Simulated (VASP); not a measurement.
A run of VASP 6.6.1 is set up as follows.

The input POSCAR:

```
Ni
1.0
    0.0000000000      2.4384766438      2.4384766438
    2.4384766438      0.0000000000      2.4384766438
    2.4384766438      2.4384766438      0.0000000000
Ni
2
Direct
    0.1250000000      0.1250000000      0.1250000000
    0.8750000000      0.8750000000      0.8750000000
```

INCAR.step1

```
SYSTEM = Ni
PREC = Accurate
ENCUT = 520
ISMEAR = -1
SIGMA = 0.1
LREAL = .FALSE.
LASPH = .TRUE.
NELM = 60
NBANDS = 17
GGA = PE
ALGO = Normal
EDIFF = 1E-4
LWAVE = .TRUE.
LCHARG = .FALSE.
```

The input INCAR.step2:

```
SYSTEM = Ni
PREC = Accurate
ENCUT = 520
EDIFF = 1E-6
ISMEAR = -1
SIGMA = 0.1
LREAL = .FALSE.
LASPH = .TRUE.
NELM = 60
ALGO = Normal
ISIF = 2
LWAVE = .FALSE.
LCHARG = .FALSE.
METAGGA = R2SCAN
LMIXTAU = .TRUE.
NBANDS = 17
ISTART = 1
```

KPOINTS

```
regular mesh
0
G
  12 12 12
  0 0 0
```

Potentials or basis: VASP PAW PBE potentials, release 64 (Ni).

Launch:

```bash
$ cat potpaw_PBE.64/Ni/POTCAR > POTCAR
$ cp INCAR.step1 INCAR
$ mpirun -np 1 vasp_std > vasp.out
$ cp INCAR.step2 INCAR
$ mpirun -np 1 vasp_std > vasp.out
```

**Question.** Predict the pressure.

**Answer.** 10.6 GPa.

**Question.** Predict the band gap on the k mesh.

**Answer.** Zero (band 10 reaches 5.87 eV, above the bottom of band 11 at 5.51 eV).

Caveat: the PAW data sets were made with another functional, which shifts forces and pressure a little; the run has no spin polarisation, though such a crystal can be magnetic. Spin polarisation is off, so any magnetic state and its effect on volume and gap are missing.
